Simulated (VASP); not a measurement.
Write the native input for VASP 6.6.1 that does the following.

```
Task                               : single point
Functional                         : PBE-based screened hybrid
Potentials or basis                : VASP PAW PBE potentials, release 64 (Cd, S)
Cutoff                             : 520 eV
k mesh                             : 4 × 4 × 3
Occupations                        : fermi-dirac, width 0.05 eV
Spin                               : no spin polarisation
Dipole correction                  : no
Grid for exact exchange (PRECFOCK) : Normal
Share of exact exchange            : 0.5
Further INCAR settings             : ALGO = Normal; EDIFF = 1e-06; NBANDS = 22
Screening parameter                : 0.2 1/Å
```

The system is Cd2S.

```
CELL_PARAMETERS angstrom
3.96267 0.00000 0.00000
-1.98134 3.43177 0.00000
0.00000 0.00000 5.80919
ATOMIC_POSITIONS crystal
Cd 0.33333 0.66667 0.93272
Cd 0.66667 0.33333 0.57873
S 0.33333 0.66667 0.36571
```

These files were run (other wordings do the same):

POSCAR

```
Cd2S
1.0
    3.9626700490      0.0000000000      0.0000000000
   -1.9813350245      3.4317729293      0.0000000000
    0.0000000000      0.0000000000      5.8091920000
Cd S
2 1
Direct
    0.3333333333      0.6666666667      0.9327170000
    0.6666666667      0.3333333333      0.5787350000
    0.3333333333      0.6666666667      0.3657050000
```

INCAR.step1

```
SYSTEM = Cd2S
PREC = Accurate ; ENCUT = 520
EDIFF = 1E-5 ; ISMEAR = -1
SIGMA = 0.05 ; LREAL = .FALSE.
LASPH = .TRUE. ; NELM = 100
ALGO = Normal ; ISIF = 2
LWAVE = .TRUE. ; LCHARG = .FALSE.
NBANDS = 22 ; GGA = PE
```

INCAR.step2

```
SYSTEM = Cd2S
PREC = Accurate ; ENCUT = 520
EDIFF = 1E-6 ; ISMEAR = -1
SIGMA = 0.05 ; LREAL = .FALSE.
LASPH = .TRUE. ; NELM = 100
ALGO = Normal ; ISIF = 2
LWAVE = .FALSE. ; LCHARG = .FALSE.
GGA = PE ; LHFCALC = .TRUE.
AEXX = 0.5 ; HFSCREEN = 0.2
PRECFOCK = Normal ; NBANDS = 22
ISTART = 1
```

KPOINTS

```
Automatic mesh
0
G
  4 4 3
  0 0 0
```

Potentials or basis: VASP PAW PBE potentials, release 64 (Cd, S).

Launch:

```sh
$ cat potpaw_PBE.64/Cd/POTCAR potpaw_PBE.64/S/POTCAR > POTCAR
$ cp INCAR.step1 INCAR
$ mpirun -np 1 vasp_std > vasp.out
$ cp INCAR.step2 INCAR
$ mpirun -np 1 vasp_std > vasp.out
```

It gave:

```json
{"Pressure": "-2.1 GPa", "Largest force": "0.411 eV/Å", "Band gap on the k mesh": "1.34 eV, indirect (least direct gap 1.93 eV)"}
```

Caveat: the k points lie up to 0.46 Å⁻¹ apart; the PAW data sets were made with another functional, which shifts forces and pressure a little.

It took 32 min on 1 thread of Intel(R) Xeon(R) Platinum 8375C CPU @ 2.90GHz (Ice Lake), on a shared host, peak memory 0.32 GiB.
